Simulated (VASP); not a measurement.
# NaH in VASP: notebook

The runs below take NaH through single point, with PBEsol.

All numbers are computed with VASP 6.6.1; they aren't measurements. Logs are shortened: lines on timing, memory, paths and dates and some standing lists are left out, and cuts for length are marked.

## Step 1: The cell of the first run

It takes space group R-3m (No. 166, trigonal). Conventional cell: a = 3.396 Å, b = 3.396 Å, c = 8.257 Å, α = 90.00°, β = 90.00°, γ = 120.00°. Na (site symmetry -3m) has 6 H at 2.40 Å within 3.2 Å. Within 3.2 Å of H (site symmetry -3m) lie 6 Na at 2.40 Å.

## Step 2: Single point, PBEsol (equal xy, yz and zx engineering shears of -0.5 %)

INCAR reads:

```
PREC = Accurate ; ENCUT = 520
EDIFF = 1E-6 ; ISMEAR = 0
SIGMA = 0.01 ; LREAL = F
LASPH = T ; NELM = 100
ALGO = Normal ; ISIF = 2
LWAVE = F ; LCHARG = F
GGA = PS ; NBANDS = 11
```

KPOINTS reads:

```
regular mesh
0
Gamma
  8 8 8
```

POSCAR reads:

```
NaH
1.0
   -0.0119783843      2.3896876641      2.3896876641
    2.3896876641     -0.0119783843      2.3896876641
    2.3896876641      2.3896876641     -0.0119783843
Na H
1 1
Direct
    0.0000000000      0.0000000000      0.0000000000
    0.5000000000      0.5000000000      0.5000000000
```

Potentials or basis: VASP PAW PBE potentials, release 64 (Na_pv, H).

Run with:

```
$ cat potpaw_PBE.64/Na_pv/POTCAR potpaw_PBE.64/H/POTCAR > POTCAR
$ mpirun -np 1 vasp_std > vasp.out
```

OUTCAR:

```text
PREC = Accurate
   ENCUT = 520
   EDIFF = 1E-6
   ISMEAR = 0
   LREAL = F
   LASPH = T
   NELM = 100
   ISIF = 2
   GGA = PS

 ion  position               nearest neighbor table
   1  0.000  0.000  0.000-
   2  0.500  0.500  0.500-

  LATTYP: Found a trigonal (rhomboedric) cell.
 ALAT       =     3.3795499324
 COS(alpha) =     0.4949812503

  Lattice vectors:

 A1 = (  -0.0119783843,   2.3896876641,   2.3896876641)
 A2 = (   2.3896876641,  -0.0119783843,   2.3896876641)
 A3 = (   2.3896876641,   2.3896876641,  -0.0119783843)

Analysis of symmetry for initial positions (statically):
=====================================================================
 Subroutine PRICEL returns:
 Original cell was already a primitive cell.

 Routine SETGRP: Setting up the symmetry group for a
 trigonal (rhombohedral) supercell.

 Subroutine GETGRP returns: Found 12 space group operations
 (whereof 12 operations were pure point group operations)
 out of a pool of 12 trial point group operations.

The static configuration has the point symmetry D_3d.

Analysis of symmetry for dynamics (positions and initial velocities):
=====================================================================
 Subroutine PRICEL returns:
 Original cell was already a primitive cell.

 Routine SETGRP: Setting up the symmetry group for a
 trigonal (rhombohedral) supercell.

 Subroutine GETGRP returns: Found 12 space group operations
 (whereof 12 operations were pure point group operations)
 out of a pool of 12 trial point group operations.

The dynamic configuration has the point symmetry D_3d.

 Subroutine INISYM returns: Found 12 space group operations
 (whereof 12 operations are pure point group operations),
 and found     1 'primitive' translations

----------------------------------------------------------------------------------------

                                     Primitive cell

  volume of cell :      27.4983

  direct lattice vectors                    reciprocal lattice vectors
    -0.011978384  2.389687664  2.389687664    -0.207665724  0.208711899  0.208711899
     2.389687664 -0.011978384  2.389687664     0.208711899 -0.207665724  0.208711899
     2.389687664  2.389687664 -0.011978384     0.208711899  0.208711899 -0.207665724

  length of vectors
     3.379549932  3.379549932  3.379549932     0.360896614  0.360896614  0.360896614

  position of ions in fractional coordinates (direct lattice)
     0.000000000  0.000000000  0.000000000
     0.500000000  0.500000000  0.500000000

  ion indices of the primitive-cell ions
   primitive index   ion index
                 1           1
                 2           2

----------------------------------------------------------------------------------------

 KPOINTS: regular mesh

Automatic generation of k-mesh.
 Grid dimensions read from file:
 generate k-points for:    8    8    8

 Generating k-lattice:

  Cartesian coordinates                     Fractional coordinates (reciprocal lattice)
    -0.025958215  0.026088987  0.026088987     0.125000000 -0.000000000 -0.000000000
     0.026088987 -0.025958215  0.026088987    -0.000000000  0.125000000 -0.000000000
     0.026088987  0.026088987 -0.025958215    -0.000000000 -0.000000000  0.125000000

  Length of vectors
     0.045112077  0.045112077  0.045112077

  Shift w.r.t. Gamma in fractional coordinates (k-lattice)
     0.000000000  0.000000000  0.000000000

 Subroutine IBZKPT returns following result:
 ===========================================

 Found     65 irreducible k-points:

 Following reciprocal coordinates:
            Coordinates               Weight
  0.000000  0.000000  0.000000      1.000000
  0.125000  0.000000 -0.000000      6.000000
  0.250000  0.000000 -0.000000      6.000000
  0.375000 -0.000000 -0.000000      6.000000
  0.500000  0.000000 -0.000000      3.000000
  0.125000  0.125000  0.000000      6.000000
[... 16 lines left out ...]
  0.250000  0.125000  0.125000      6.000000
  0.375000  0.125000  0.125000      6.000000
 [... further k-points ...]
   k-points           NKPTS =     65   k-points in BZ     NKDIM =     65   number of bands    NBANDS=     11
   number of dos      NEDOS =    301   number of ions     NIONS =      2
   total plane-waves  NPLWV =  21952
   dimension x,y,z NGX =    28 NGY =   28 NGZ =   28
   dimension x,y,z NGXF=    56 NGYF=   56 NGZF=   56
   ions per type =               1   1
   NGX,Y,Z   is equivalent  to a cutoff of  13.77, 13.77, 13.77 a.u.
   NGXF,Y,Z  is equivalent  to a cutoff of  27.55, 27.55, 27.55 a.u.
 SYSTEM =  unknown system
   PREC   = accura    normal or accurate (medium, high low for compatibility)
   ISTART =      0    job   : 0-new  1-cont  2-samecut
   ICHARG =      2    charge: 1-file 2-atom 10-const
   ISPIN  =      1    spin polarized calculation?
   LNONCOLLINEAR =      F non collinear calculations
   LSORBIT =      F    spin-orbit coupling
   LASPH  =      T    aspherical Exc in radial PAW
   ENCUT  =  520.0 eV  38.22 Ry    6.18 a.u.   6.28  6.28  6.28*2*pi/ulx,y,z
   NELM   =    100;   NELMIN=  2; NELMDL= -5     # of ELM steps
   EDIFF  = 0.1E-05   stopping-criterion for ELM
   LREAL  =      F    real-space projection
   EDIFFG = 0.1E-04   stopping-criterion for IOM
   NSW    =      0    number of steps for IOM
   IBRION =     -1    ionic relax: 0-MD 1-quasi-New 2-CG
   NFREE  =      0    steps in history (QN), initial steepest desc. (CG)
   ISIF   =      2    stress and relaxation
   ISYM   =      2    0-nonsym 1-usesym 2-fastsym
   POTIM  = 0.5000    time-step for ionic-motion
   TEBEG  =    0.0;   TEEND  =   0.0 temperature during run
   PSTRESS=    0.0 pullay stress
   NELECT =       8.0000    total number of electrons
   NUPDOWN=      -1.0000    fix difference up-down
   EMIN   =  10.00;   EMAX   =-10.00  energy-range for DOS
   EFERMI =   0.00;   METHOD = LEGACY
   ISMEAR =     0;   SIGMA  =   0.01  broadening in eV -4-tet -1-fermi 0-gaus
   EFERMI_NEDOS =   21; number of points for ismear=-14 and -15
   IALGO  =     38    algorithm
   IMIX   =      4    mixing-type and parameters
     AMIX     =   0.40;   BMIX     =  1.00
     AMIX_MAG =   1.60;   BMIX_MAG =  1.00
  volume/ion in A,a.u.               =      13.75        92.78
  Fermi-wavevector in a.u.,A,eV,Ry     =   1.084766  2.049910 16.010204  1.176717
  Thomas-Fermi vector in A             =   2.220864
   LORBIT       =      0    0 simple, 1 ext, 2 COOP (PROOUT), +10 PAW based schemes
   GGA     = PS    functional components
   LHFCALC =     F    Hartree Fock is set to
   AEXX    =    0.0000 exact exchange contribution
   IVDW    =     0    specifies the selected vdW correction
   LEPSILON=     F    determine dielectric tensor
   LRPA    =     F    only Hartree local field effects (RPA)
 non-spin polarized calculation
 Gauss-broadening in eV      SIGMA  =   0.01
  energy-cutoff  :      520.00
  volume of cell :       27.50
 maximum number of plane-waves:       754
 NGX is ok and might be reduce to    28
   NGX = 13   NGY = 13   NGZ = 13

 number of electron       7.9999992 magnetization

 Free energy of the ion-electron system (eV)
  ---------------------------------------------------
  ext. energy  EPLUGINS =         0.00000000
  ---------------------------------------------------
  free energy    TOTEN  =        -5.08577188 eV

  energy without entropy =       -5.08577188  energy(sigma->0) =       -5.08577188

 E-fermi :  -0.9656     XC(G=0):  -7.9781

 val. band max:       -1.0110057499   @ k =  -0.2500   0.5000   0.2500
 cond. band min:       2.5783217868   @ k =   0.5000   0.0000  -0.0000
 fundamental gap:      3.5893275367
 Fermi energy:        -0.9656489174

 k-point     1 :       0.0000    0.0000    0.0000
  band No.  band energies     occupation
      1     -22.9676      2.00000
      2     -22.9665      2.00000
      3     -22.9665      2.00000
      4      -4.8092      2.00000
      5       9.6293      0.00000
      6      14.5165      0.00000
      7      14.5165      0.00000
      8      14.6988      0.00000
      9      15.5288      0.00000
     10      15.5288      0.00000
     11      15.6907      0.00000

 k-point     2 :       0.1250    0.0000   -0.0000
  band No.  band energies     occupation
      1     -22.9823      2.00000
      2     -22.9693      2.00000
      3     -22.9683      2.00000
      4      -4.5328      2.00000
      5       8.6680      0.00000
      6      11.9369      0.00000
      7      13.7521      0.00000
      8      13.8990      0.00000
      9      16.4686      0.00000
     10      16.5349      0.00000
     11      16.7218      0.00000

 k-point     3 :       0.2500    0.0000   -0.0000
  band No.  band energies     occupation
      1     -23.0196      2.00000
      2     -22.9739      2.00000
      3     -22.9726      2.00000
      4      -3.7456      2.00000
      5       6.1957      0.00000
      6      10.5345      0.00000
      7      12.9719      0.00000
      8      13.0964      0.00000
      9      16.4839      0.00000
     10      16.5502      0.00000
     11      17.8966      0.00000

 k-point     4 :       0.3750   -0.0000   -0.0000
  band No.  band energies     occupation
      1     -23.0564      2.00000
      2     -22.9784      2.00000
      3     -22.9768      2.00000
      4      -2.6347      2.00000
      5       3.7480      0.00000
      6       9.9725      0.00000
      7      12.5047      0.00000
      8      12.6095      0.00000
      9      15.7316      0.00000
     10      15.8115      0.00000
     11      18.2209      0.00000
[... 239 lines left out ...]
 k-point    22 :       0.1250    0.1250    0.1250
  band No.  band energies     occupation
      1     -22.9836      2.00000
      2     -22.9685      2.00000
      3     -22.9685      2.00000
      4      -4.5288      2.00000
      5       8.7171      0.00000
      6      12.0009      0.00000
      7      13.7336      0.00000
      8      13.7336      0.00000
      9      16.4759      0.00000
     10      16.4759      0.00000
     11      16.6034      0.00000

 k-point    23 :       0.2500    0.1250    0.1250
  band No.  band energies     occupation
      1     -23.0019      2.00000
      2     -22.9776      2.00000
      3     -22.9691      2.00000
      4      -4.0810      2.00000
      5       7.5698      0.00000
      6       9.9832      0.00000
      7      13.1532      0.00000
      8      14.5786      0.00000
      9      15.3308      0.00000
     10      16.5741      0.00000
     11      18.0641      0.00000

 k-point    24 :       0.3750    0.1250    0.1250
  band No.  band energies     occupation
      1     -23.0337      2.00000
      2     -22.9870      2.00000
      3     -22.9734      2.00000
      4      -3.1771      2.00000
      5       5.4118      0.00000
      6       8.5966      0.00000
      7      12.9773      0.00000
      8      13.2055      0.00000
      9      16.0248      0.00000
     10      16.6329      0.00000
     11      18.5921      0.00000

 [... further k-points ...]

------------------------ aborting loop because EDIFF is reached ----------------------------------------

  FORCE on cell =-STRESS in cart. coord.  units (eV):
  Direction    XX          YY          ZZ          XY          YZ          ZX
  --------------------------------------------------------------------------------------
  -------------------------------------------------------------------------------------
  Total       -0.0027458     -0.0027458     -0.0027458      0.0189607      0.0189607      0.0189607
  in kB       -0.1599811     -0.1599811     -0.1599811      1.1047352      1.1047352      1.1047352
  external PRESSURE =      -0.1599811 kB  Pullay stress =       0.0000000 kB

 VOLUME and BASIS-vectors are now :
 -----------------------------------------------------------------------------
  energy-cutoff  :      520.00
  volume of cell :       27.50
      direct lattice vectors                 reciprocal lattice vectors
    -0.011978384  2.389687664  2.389687664    -0.207665724  0.208711899  0.208711899
     2.389687664 -0.011978384  2.389687664     0.208711899 -0.207665724  0.208711899
     2.389687664  2.389687664 -0.011978384     0.208711899  0.208711899 -0.207665724

 POSITION                                       TOTAL-FORCE (eV/Angst)
 -----------------------------------------------------------------------------------
      0.00000      0.00000      0.00000        -0.000000      0.000000      0.000000
      2.38370      2.38370      2.38370         0.000000     -0.000000     -0.000000
 -----------------------------------------------------------------------------------
    total drift:                               -0.000000     -0.000000     -0.000000

  FREE ENERGIE OF THE ION-ELECTRON SYSTEM (eV)
  ---------------------------------------------------
  free  energy   TOTEN  =        -5.0857718754 eV

  energy  without entropy=       -5.0857718754  energy(sigma->0) =       -5.08577188
```

Run time: 19 s. Hardware: 1 thread of Intel Xeon 8259CL, shared host; peak memory 0.16 GiB.

Results:

```yaml
Free_energy: -5.0858 eV
Pressure: 0.0 GPa
Band_gap_on_the_k_mesh: 3.59 eV (least direct gap 4.51 eV)
```

Stress tensor (GPa, compression positive):
```
-0.02  0.11  0.11
 0.11 -0.02  0.11
 0.11  0.11 -0.02
```

Levels at points of the mesh, in eV from the valence-band top:
```csv
k point,band 1,band 2,band 3,band 4,band 5,band 6,band 7,band 8,band 9
"(0.00, 0.00, 0.00)",-21.96,-21.96,-21.96,-3.80,10.64,15.53,15.53,15.71,16.54
"(0.50, 0.00, 0.00)",-22.06,-21.97,-21.97,-0.92,3.59,10.82,13.36,13.46,16.45
"(0.50, 0.50, 0.00)",-22.05,-21.99,-21.99,-0.19,4.46,9.87,10.59,10.72,11.97
"(0.50, 0.50, 0.50)",-22.06,-21.97,-21.97,-0.88,3.65,10.75,13.31,13.31,16.38
```

Caveat: the cell differs from its parent crystal (equal xy, yz and zx engineering shears of -0.5 %); the PAW data sets were made with another functional, which shifts forces and pressure a little. A k mesh can miss the band edges.

(Part 1 of 2 ends here.)
